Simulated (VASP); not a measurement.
# InSb (F-43m) in VASP: single point with PBEsol

Aim: the single point of InSb with PBEsol.

Everything below comes from runs of VASP 6.6.1. Logs are shortened: lines on timing, memory, paths and dates and some standing lists are left out, and cuts for length are marked.

### 1 The cell of the first run

It takes space group F-43m (No. 216, cubic). Conventional cell: a = 6.520 Å, b = 6.520 Å, c = 6.520 Å, α = 90.00°, β = 90.00°, γ = 90.00°. In (site symmetry -43m) has 4 Sb at 2.82 Å within 3.7 Å. Sb (site symmetry -43m) has 4 In at 2.82 Å within 3.7 Å.

### 2 Single point, PBEsol

The input, POSCAR:

```
InSb
1.0
    0.0000000000      3.2597685936      3.2597685936
    3.2597685936      0.0000000000      3.2597685936
    3.2597685936      3.2597685936      0.0000000000
In Sb
1 1
Direct
    0.0000000000      0.0000000000      0.0000000000
    0.7500000000      0.7500000000      0.7500000000
```

The input, INCAR.step1:

```
SYSTEM = InSb
ALGO     = Normal         ! electronic algorithm
EDIFF    = 1E-6           ! SCF threshold, eV
ENCUT    = 520            ! plane-wave cutoff, eV
GGA      = PS             ! functional
ISIF     = 2              ! what is computed and relaxed
ISMEAR   = 0              ! smearing method
LASPH    = .True.         ! aspherical terms in the spheres
LCHARG   = .True.         ! write CHGCAR
LREAL    = .False.        ! projectors in reciprocal space
LWAVE    = .False.        ! write WAVECAR
NBANDS   = 16             ! bands
NELM     = 80             ! most SCF steps
PREC     = Accurate       ! precision mode
SIGMA    = 0.05           ! smearing width, eV
```

The input, KPOINTS.step1:

```
k-points
0
Gamma
  8 8 8
  0 0 0
```

The input, INCAR.step2:

```
SYSTEM = InSb
ALGO     = Normal         ! electronic algorithm
EDIFF    = 1E-6           ! SCF threshold, eV
ENCUT    = 520            ! plane-wave cutoff, eV
GGA      = PS             ! functional
ICHARG   = 11             ! starting density
ISIF     = 2              ! what is computed and relaxed
ISMEAR   = -5             ! smearing method
LASPH    = .True.         ! aspherical terms in the spheres
LCHARG   = .False.        ! write CHGCAR
LORBIT   = 11             ! projections on sites
LREAL    = .False.        ! projectors in reciprocal space
LWAVE    = .False.        ! write WAVECAR
NBANDS   = 16             ! bands
NEDOS    = 2001           ! points of the DOS
NELM     = 80             ! most SCF steps
PREC     = Accurate       ! precision mode
SIGMA    = 0.05           ! smearing width, eV
```

The input, KPOINTS.step2:

```
k-points
0
Gamma
  12 12 12
  0 0 0
```

Potentials or basis: VASP PAW PBE potentials, release 64 (In_d, Sb).

Started as:

```
$ cat potpaw_PBE.64/In_d/POTCAR potpaw_PBE.64/Sb/POTCAR > POTCAR
$ cp INCAR.step1 INCAR
$ cp KPOINTS.step1 KPOINTS
$ mpirun -np 1 vasp_std > vasp.out
$ cp INCAR.step2 INCAR
$ cp KPOINTS.step2 KPOINTS
$ mpirun -np 1 vasp_std > vasp.out
```

OUTCAR:

```text
SYSTEM = InSb
   EDIFF = 1E-6
   ENCUT = 520
   GGA = PS
   ICHARG = 11
   ISIF = 2
   ISMEAR = -5
   LASPH = .True.
   LORBIT = 11
   LREAL = .False.
   NELM = 80
   PREC = Accurate

 ion  position               nearest neighbor table
   1  0.000  0.000  0.000-   2 2.82   2 2.82   2 2.82   2 2.82
   2  0.750  0.750  0.750-   1 2.82   1 2.82   1 2.82   1 2.82

  LATTYP: Found a face centered cubic cell.
 ALAT       =     6.5195371872

  Lattice vectors:

 A1 = (   0.0000000000,   3.2597685936,   3.2597685936)
 A2 = (   3.2597685936,   0.0000000000,   3.2597685936)
 A3 = (   3.2597685936,   3.2597685936,   0.0000000000)

Analysis of symmetry for initial positions (statically):
=====================================================================
 Subroutine PRICEL returns:
 Original cell was already a primitive cell.

 Routine SETGRP: Setting up the symmetry group for a
 face centered cubic supercell.

 Subroutine GETGRP returns: Found 24 space group operations
 (whereof 24 operations were pure point group operations)
 out of a pool of 48 trial point group operations.

The static configuration has the point symmetry T_d .

Analysis of symmetry for dynamics (positions and initial velocities):
=====================================================================
 Subroutine PRICEL returns:
 Original cell was already a primitive cell.

 Routine SETGRP: Setting up the symmetry group for a
 face centered cubic supercell.

 Subroutine GETGRP returns: Found 24 space group operations
 (whereof 24 operations were pure point group operations)
 out of a pool of 48 trial point group operations.

The dynamic configuration has the point symmetry T_d .

 Subroutine INISYM returns: Found 24 space group operations
 (whereof 24 operations are pure point group operations),
 and found     1 'primitive' translations

----------------------------------------------------------------------------------------

                                     Primitive cell

  volume of cell :      69.2772

  direct lattice vectors                    reciprocal lattice vectors
     0.000000000  3.259768594  3.259768594    -0.153385121  0.153385121  0.153385121
     3.259768594  0.000000000  3.259768594     0.153385121 -0.153385121  0.153385121
     3.259768594  3.259768594  0.000000000     0.153385121  0.153385121 -0.153385121

  length of vectors
     4.610008955  4.610008955  4.610008955     0.265670823  0.265670823  0.265670823

  position of ions in fractional coordinates (direct lattice)
     0.000000000  0.000000000  0.000000000
     0.750000000  0.750000000  0.750000000

  ion indices of the primitive-cell ions
   primitive index   ion index
                 1           1
                 2           2

----------------------------------------------------------------------------------------

 KPOINTS: k-points

Automatic generation of k-mesh.
 Grid dimensions read from file:
 generate k-points for:   12   12   12

 Generating k-lattice:

  Cartesian coordinates                     Fractional coordinates (reciprocal lattice)
    -0.012782093  0.012782093  0.012782093     0.083333333  0.000000000  0.000000000
     0.012782093 -0.012782093  0.012782093     0.000000000  0.083333333  0.000000000
     0.012782093  0.012782093 -0.012782093     0.000000000  0.000000000  0.083333333

  Length of vectors
     0.022139235  0.022139235  0.022139235

  Shift w.r.t. Gamma in fractional coordinates (k-lattice)
     0.000000000  0.000000000  0.000000000

 TETIRR: Found    247 inequivalent tetrahedra from    10368

 Subroutine IBZKPT returns following result:
 ===========================================

 Found     72 irreducible k-points:

 Following reciprocal coordinates:
            Coordinates               Weight
  0.000000  0.000000  0.000000      1.000000
  0.083333  0.000000  0.000000      8.000000
  0.166667  0.000000  0.000000      8.000000
  0.250000  0.000000  0.000000      8.000000
  0.333333  0.000000  0.000000      8.000000
  0.416667  0.000000  0.000000      8.000000
[... 16 lines left out ...]
  0.500000  0.166667  0.000000     24.000000
 -0.416667  0.166667  0.000000     24.000000
 [... further k-points ...]
   k-points           NKPTS =     72   k-points in BZ     NKDIM =     72   number of bands    NBANDS=     16
   number of dos      NEDOS =   2001   number of ions     NIONS =      2
   total plane-waves  NPLWV =  46656
   dimension x,y,z NGX =    36 NGY =   36 NGZ =   36
   dimension x,y,z NGXF=    72 NGYF=   72 NGZF=   72
   ions per type =               1   1
   NGX,Y,Z   is equivalent  to a cutoff of  12.98, 12.98, 12.98 a.u.
   NGXF,Y,Z  is equivalent  to a cutoff of  25.96, 25.96, 25.96 a.u.
 SYSTEM =  InSb
   PREC   = accura    normal or accurate (medium, high low for compatibility)
   ISTART =      0    job   : 0-new  1-cont  2-samecut
   ICHARG =     11    charge: 1-file 2-atom 10-const
   ISPIN  =      1    spin polarized calculation?
   LNONCOLLINEAR =      F non collinear calculations
   LSORBIT =      F    spin-orbit coupling
   LASPH  =      T    aspherical Exc in radial PAW
   ENCUT  =  520.0 eV  38.22 Ry    6.18 a.u.   8.57  8.57  8.57*2*pi/ulx,y,z
   NELM   =     80;   NELMIN=  2; NELMDL=  0     # of ELM steps
   EDIFF  = 0.1E-05   stopping-criterion for ELM
   LREAL  =      F    real-space projection
   EDIFFG = 0.1E-04   stopping-criterion for IOM
   NSW    =      0    number of steps for IOM
   IBRION =     -1    ionic relax: 0-MD 1-quasi-New 2-CG
   NFREE  =      0    steps in history (QN), initial steepest desc. (CG)
   ISIF   =      2    stress and relaxation
   ISYM   =      2    0-nonsym 1-usesym 2-fastsym
   POTIM  = 0.5000    time-step for ionic-motion
   TEBEG  =    0.0;   TEEND  =   0.0 temperature during run
   PSTRESS=    0.0 pullay stress
   NELECT =      18.0000    total number of electrons
   NUPDOWN=      -1.0000    fix difference up-down
   EMIN   =  10.00;   EMAX   =-10.00  energy-range for DOS
   EFERMI =   0.00;   METHOD = LEGACY
   ISMEAR =    -5;   SIGMA  =   0.05  broadening in eV -4-tet -1-fermi 0-gaus
   EFERMI_NEDOS =   21; number of points for ismear=-14 and -15
   IALGO  =     38    algorithm
   IMIX   =      4    mixing-type and parameters
     AMIX     =   0.40;   BMIX     =  1.00
     AMIX_MAG =   1.60;   BMIX_MAG =  1.00
  volume/ion in A,a.u.               =      34.64       233.75
  Fermi-wavevector in a.u.,A,eV,Ry     =   1.044645  1.974094 14.847820  1.091284
  Thomas-Fermi vector in A             =   2.179407
   LORBIT       =     11    0 simple, 1 ext, 2 COOP (PROOUT), +10 PAW based schemes
   GGA     = PS    functional components
   LHFCALC =     F    Hartree Fock is set to
   AEXX    =    0.0000 exact exchange contribution
   IVDW    =     0    specifies the selected vdW correction
   LEPSILON=     F    determine dielectric tensor
   LRPA    =     F    only Hartree local field effects (RPA)
 non-spin polarized calculation
 Fermi weights with tetrahedron method with Bloechl corrections
  energy-cutoff  :      520.00
  volume of cell :       69.28
 maximum number of plane-waves:      1892
 NGX is ok and might be reduce to    36

 number of electron      17.9999994 magnetization

 Free energy of the ion-electron system (eV)
  ---------------------------------------------------
  ext. energy  EPLUGINS =         0.00000000
  ---------------------------------------------------
  free energy    TOTEN  =        -7.70085298 eV

  energy without entropy =       -7.70085298  energy(sigma->0) =       -7.70085298

 E-fermi :   4.7684     XC(G=0):  -8.7885

 val. band max:        4.7680894750   @ k =   0.0000   0.0000   0.0000
 cond. band min:       4.7680895500   @ k =   0.0000   0.0000   0.0000
 fundamental gap:      0.0000000749
 Fermi energy:         4.7684493962

 k-point     1 :       0.0000    0.0000    0.0000
  band No.  band energies     occupation
      1      -9.7351      2.00000
      2      -9.7351      2.00000
      3      -9.7351      2.00000
      4      -9.6523      2.00000
      5      -9.6523      2.00000
      6      -5.8631      2.00000
[... 8 lines left out ...]
     15      13.0141      0.00000
     16      13.0141      0.00000

 k-point     2 :       0.0833    0.0000    0.0000
  band No.  band energies     occupation
      1      -9.7383      2.00000
      2      -9.7337      2.00000
      3      -9.7337      2.00000
      4      -9.6524      2.00000
      5      -9.6524      2.00000
      6      -5.8012      2.00000
[... 8 lines left out ...]
     15      12.4683      0.00000
     16      12.4683      0.00000

 k-point     3 :       0.1667    0.0000    0.0000
  band No.  band energies     occupation
      1      -9.7467      2.00000
      2      -9.7300      2.00000
      3      -9.7300      2.00000
      4      -9.6526      2.00000
      5      -9.6526      2.00000
      6      -5.6200      2.00000
[... 8 lines left out ...]
     15      12.0329      0.00000
     16      12.0329      0.00000

 k-point     4 :       0.2500    0.0000    0.0000
  band No.  band energies     occupation
      1      -9.7582      2.00000
      2      -9.7252      2.00000
      3      -9.7252      2.00000
      4      -9.6525      2.00000
      5      -9.6525      2.00000
      6      -5.3371      2.00000
[... 8 lines left out ...]
     15      12.0017      0.00000
     16      12.0017      0.00000
[... 324 lines left out ...]
 k-point    22 :       0.4167    0.1667    0.0000
  band No.  band energies     occupation
      1      -9.7823      2.00000
      2      -9.7146      2.00000
      3      -9.7119      2.00000
      4      -9.6577      2.00000
      5      -9.6487      2.00000
      6      -4.6893      2.00000
[... 8 lines left out ...]
     15      13.2434      0.00000
     16      13.9392      0.00000

 k-point    23 :       0.5000    0.1667    0.0000
  band No.  band energies     occupation
      1      -9.7862      2.00000
      2      -9.7134      2.00000
      3      -9.7107      2.00000
      4      -9.6559      2.00000
      5      -9.6495      2.00000
      6      -4.4266      2.00000
[... 8 lines left out ...]
     15      13.6243      0.00000
     16      13.9627      0.00000

 k-point    24 :      -0.4167    0.1667    0.0000
  band No.  band energies     occupation
      1      -9.7858      2.00000
      2      -9.7134      2.00000
      3      -9.7116      2.00000
      4      -9.6538      2.00000
      5      -9.6513      2.00000
      6      -4.3852      2.00000
[... 8 lines left out ...]
     15      12.9421      0.00000
     16      13.2013      0.00000

 [... further k-points ...]

------------------------ aborting loop because EDIFF is reached ----------------------------------------

  FORCE on cell =-STRESS in cart. coord.  units (eV):
  Direction    XX          YY          ZZ          XY          YZ          ZX
  --------------------------------------------------------------------------------------
  -------------------------------------------------------------------------------------
  Total        0.0095244      0.0095244      0.0095244      0.0000000      0.0000000      0.0000000
  in kB        0.2202715      0.2202715      0.2202715      0.0000000      0.0000000      0.0000000
  external PRESSURE =       0.2202715 kB  Pullay stress =       0.0000000 kB

 VOLUME and BASIS-vectors are now :
 -----------------------------------------------------------------------------
  energy-cutoff  :      520.00
  volume of cell :       69.28
      direct lattice vectors                 reciprocal lattice vectors
     0.000000000  3.259768594  3.259768594    -0.153385121  0.153385121  0.153385121
     3.259768594  0.000000000  3.259768594     0.153385121 -0.153385121  0.153385121
     3.259768594  3.259768594  0.000000000     0.153385121  0.153385121 -0.153385121

 POSITION                                       TOTAL-FORCE (eV/Angst)
 -----------------------------------------------------------------------------------
      0.00000      0.00000      0.00000         0.000000      0.000000      0.000000
      4.88965      4.88965      4.88965        -0.000000     -0.000000     -0.000000
 -----------------------------------------------------------------------------------
    total drift:                                0.000000      0.000000      0.000000

  FREE ENERGIE OF THE ION-ELECTRON SYSTEM (eV)
  ---------------------------------------------------
  free  energy   TOTEN  =        -7.7008529802 eV

  energy  without entropy=       -7.7008529802  energy(sigma->0) =       -7.70085298

 total charge

# of ion       s       p       d       tot
------------------------------------------
    1        0.872   0.701   9.864  11.437
    2        1.140   1.318   0.019   2.477
--------------------------------------------------
tot          2.013   2.019   9.883  13.915
```

Wall time 95 s (1 thread of Intel Xeon 8259CL, shared host); peak memory 0.25 GiB.

Results:

* Valence electrons inside the program's atomic spheres: In 11.44; Sb 2.48

Levels at points of the mesh, in eV from the Fermi level:
| k point | band 5 | band 6 | band 7 | band 8 | band 9 | band 10 | band 11 | band 12 | band 13 | band 14 |
| --- | --- | --- | --- | --- | --- | --- | --- | --- | --- | --- |
| (0.00, 0.00, 0.00) | -14.42 | -10.63 | -0.37 | 0.00 | 0.00 | 0.00 | 2.93 | 2.93 | 2.93 | 5.55 |
| (0.50, 0.00, 0.00) | -14.42 | -9.30 | -5.57 | -0.99 | -0.99 | 0.44 | 3.77 | 3.77 | 5.97 | 8.07 |
| (0.50, 0.50, 0.00) | -14.41 | -8.71 | -5.87 | -2.22 | -2.22 | 1.27 | 1.29 | 8.01 | 8.01 | 8.59 |

Caveat: the PAW data sets were made with another functional, which shifts forces and pressure a little; spin-orbit coupling is left out, which moves the levels of the heavy elements; tetrahedron occupations give inexact forces and stress in metals.
